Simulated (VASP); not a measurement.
A run of VASP 6.6.1 is set up as follows.

INCAR

```
PREC     = Accurate       # precision mode
ENCUT    = 520            # plane-wave cutoff, eV
EDIFF    = 1E-6           # SCF threshold, eV
ISMEAR   = 0              # smearing method
SIGMA    = 0.15           # smearing width, eV
LREAL    = False          # projectors in reciprocal space
LASPH    = True           # aspherical terms in the spheres
NELM     = 100            # most SCF steps
ALGO     = Normal         # electronic algorithm
ISIF     = 2              # what is computed and relaxed
LWAVE    = False          # write WAVECAR
LCHARG   = False          # write CHGCAR
GGA      = PS             # functional
NBANDS   = 16             # bands
```

KPOINTS

```
regular mesh
0
Gamma
  16 16 16
```

File POSCAR:

```
ZrS
1.0
    0.0000000000      2.6643750000      2.7037500000
    2.6643750000      0.0000000000      2.7037500000
    2.6643750000      2.6643750000      0.0000000000
Zr S
1 1
Direct
    0.0000000000      0.0000000000      0.0000000000
    0.5000000000      0.5000000000      0.5000000000
```

Potentials or basis: VASP PAW PBE potentials, release 64 (Zr_sv, S).

Launch:

```sh
$ cat potpaw_PBE.64/Zr_sv/POTCAR potpaw_PBE.64/S/POTCAR > POTCAR
$ mpirun -np 1 vasp_std > vasp.out
```

(1) What does it give for the band gap on the k mesh?

(2) Predict the pressure.

## Answers

(1) zero (band 9 reaches 11.19 eV, above the bottom of band 10 at 8.69 eV).

(2) -12.3 GPa.

Caveat: the cell differs from its parent crystal (strain +0.015 along x and y, +0.030 along z); the PAW data sets were made with another functional, which shifts forces and pressure a little.
